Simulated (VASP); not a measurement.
The system is MgH.

```xyz
4
Lattice="3.3889 0.0000 0.0000 -1.6944 2.9349 0.0000 0.0000 0.0000 5.1590" Properties=species:S:1:pos:R:3 pbc="T T T"
Mg    0.0000    1.9566    1.2897
Mg    1.6944    0.9783    3.8692
H     0.0000    1.9566    3.8692
H     1.6944    0.9783    1.2897
```

- Program: VASP 6.6.1
- Task: relaxation of cell and atoms
- Functional: PBE
- Potentials or basis: VASP PAW PBE potentials, release 64 (Mg, H)
- Cutoff: 600 eV
- k mesh: 12 × 12 × 8
- Occupations: gaussian, width 0.1 eV
- Spin: no spin polarisation

At the start: pressure 0.1 GPa; volume 12.83 Å³/atom.

Question: How do energy, volume and symmetry change on relaxing?

Answer: Over 5 steps the energy falls by 12.5 meV/atom and the volume is 12.63 Å³/atom (-1.5 %); space group P6_3/mmc (No. 194, to 0.05 Å).

The path:
```csv
step,energy change (eV),largest force (eV/Å),pressure (GPa),volume (Å³)
1,0.0000,0.0000,0.14,51.31
2,-0.0066,0.0000,-0.06,51.39
3,-0.0210,0.0000,-0.55,51.60
4,-0.0426,0.0000,-1.17,51.91
5,-0.0502,0.0000,-0.12,50.54
```

Final structure:
```
CELL_PARAMETERS angstrom
3.52861 0.00000 0.00000
-1.76430 3.05587 0.00000
0.00000 0.00000 4.68688
ATOMIC_POSITIONS crystal
Mg 0.33333 0.66667 0.25000
Mg 0.66667 0.33333 0.75000
H 0.33333 0.66667 0.75000
H 0.66667 0.33333 0.25000
```
